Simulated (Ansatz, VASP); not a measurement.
## Zr: VASP beside Ansatz

File INCAR:

```
SYSTEM = Zr
PREC = Accurate
ENCUT = 520
EDIFF = 1E-6
ISMEAR = 0
SIGMA = 0.3
LREAL = .FALSE.
LASPH = .TRUE.
NELM = 100
ALGO = Normal
ISIF = 2
LWAVE = .FALSE.
LCHARG = .TRUE.
GGA = PE
LELF = .TRUE.
LVHAR = .TRUE.
NBANDS = 19
```

KPOINTS

```
regular mesh
0
G
  11 11 6
  0 0 0
```

The input POSCAR:

```
Zr
1.0
    3.2318821451      0.0000000000      0.0000000000
   -1.6159410725      2.7988920397      0.0000000000
    0.0000000000      0.0000000000      5.1741041053
Zr
2
Direct
    0.3333333333      0.6666666667      0.2500000000
    0.6666666667      0.3333333333      0.7500000000
```

Input for Ansatz:

```yaml
crystal:
  lattice:
    - [3.2318821451, 0.0, 0.0]
    - [-1.6159410725, 2.7988920397, 0.0]
    - [0.0, 0.0, 5.1741041053]
  atoms:
    - { symbol: Zr, position: [0.3333333333, 0.6666666667, 0.25] }
    - { symbol: Zr, position: [0.6666666667, 0.3333333333, 0.75] }
hamiltonian:
  xc: pbe
  pseudopotentials:
    kind: paw
    azcp:
      Zr: "pseudopotentials/Zr.paw.azcp"
basis:
  ecutwfc: 420
  fft_grid_basis: typed
kpoints:
  mp_grid: { grid: [11, 11, 6], shift: [0, 0, 0] }
magnetization:
  spin_polarized: false
scf:
  occupations: { method: gaussian, width: 0.3 }
  lower_state_search: "off"
output:
  stress: true
  write_density: true
  write_potential: true
  elf: true
  volumetric_format: npy
```

Alike in both runs: task single point; functional PBE; k mesh 11 × 11 × 6; occupations gaussian, width 0.3 eV; no spin polarisation.

|  | VASP | Ansatz |
| --- | --- | --- |
| version | VASP 6.6.1 | Ansatz 0.2.0 |
| potentials or method | VASP PAW PBE potentials, release 64 (Zr_sv), cutoff 520 eV | plane waves (420 eV) with PAW, scalar-relativistic |
| valence electrons in the cell | 24 | 24 |

VASP gave:

* pressure (GPa): 0.1
* traceless stress, the component that is largest in VASP (GPa): 0.09

Question: Which values does Ansatz return?

Answer: Pressure (GPa): 0.0; traceless stress, the component that is largest in VASP (GPa): 0.10.
